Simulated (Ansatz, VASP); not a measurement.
**Ni in VASP and in Ansatz**

The input INCAR:

```
SYSTEM = Ni
PREC = Accurate ; ENCUT = 520
EDIFF = 1E-6 ; ISMEAR = -1
SIGMA = 0.05 ; LREAL = .False.
LASPH = .True. ; NELM = 150
ALGO = Normal ; ISIF = 2
LWAVE = .False. ; LCHARG = .True.
MAGMOM = 0 0 1.5 ; LORBIT = 11
LSORBIT = .True. ; GGA_COMPAT = .False.
LORBMOM = .True. ; LMAXMIX = 4
GGA = PE ; LVHAR = .True.
NBANDS = 21
```

The input KPOINTS:

```
Automatic mesh
0
Gamma
  18 18 18
  0 0 0
```

POSCAR

```
Ni
1.0
    0.0000000000      1.7679500000      1.7679500000
    1.7679500000      0.0000000000      1.7679500000
    1.7679500000      1.7679500000      0.0000000000
Ni
1
Direct
    0.0000000000      0.0000000000      0.0000000000
```

Input for Ansatz:

```yaml
crystal:
  lattice:
    - [0.0, 1.76795, 1.76795]
    - [1.76795, 0.0, 1.76795]
    - [1.76795, 1.76795, 0.0]
  atoms:
    - { symbol: Ni, position: [0.0, 0.0, 0.0], spin: 1.5 }
magnetization:
  noncollinear: true
  spin_orbit: true
kpoints:
  mp_grid: { grid: [18, 18, 18] }
  band_path:
    path:
      - [0.0, 0.0, 0.0]
      - [0.5, 0.0, 0.5]
      - [0.625, 0.25, 0.625]
      - [0.375, 0.375, 0.75]
      - [0.0, 0.0, 0.0]
      - [0.5, 0.5, 0.5]
      - [0.5, 0.25, 0.75]
      - [0.5, 0.0, 0.5]
    npoints: 5
scf:
  occupations: { method: fermi_dirac, width: 0.05 }
hamiltonian:
  xc: pbe
  pseudopotentials: { kind: all_electron, lapw: { basis_error: 0.00025 } }
output:
  forces: true
  stress: true
  eigenvalues: true
```

Alike in both runs: task single point; functional PBE; k mesh 18 × 18 × 18; occupations fermi-dirac, width 0.05 eV; non-collinear spin, spin-orbit coupling.

```csv
,VASP,Ansatz
version,VASP 6.6.1,Ansatz 0.2.0
potentials or method,"VASP PAW PBE potentials, release 64 (Ni), cutoff 520 eV",all-electron LAPW
```

VASP gave:

| Property | Result |
| --- | --- |
| pressure (GPa) | -2.8 |
| net moment per atom (μB) | 0.61 |

**Question.** Estimate Ansatz's values.

**Answer.** Pressure (GPa): -2.9; net moment per atom (μB): 0.62.

Ansatz ran all-electron here, and VASP with PAW potentials. Ansatz's warnings: stability check not made.
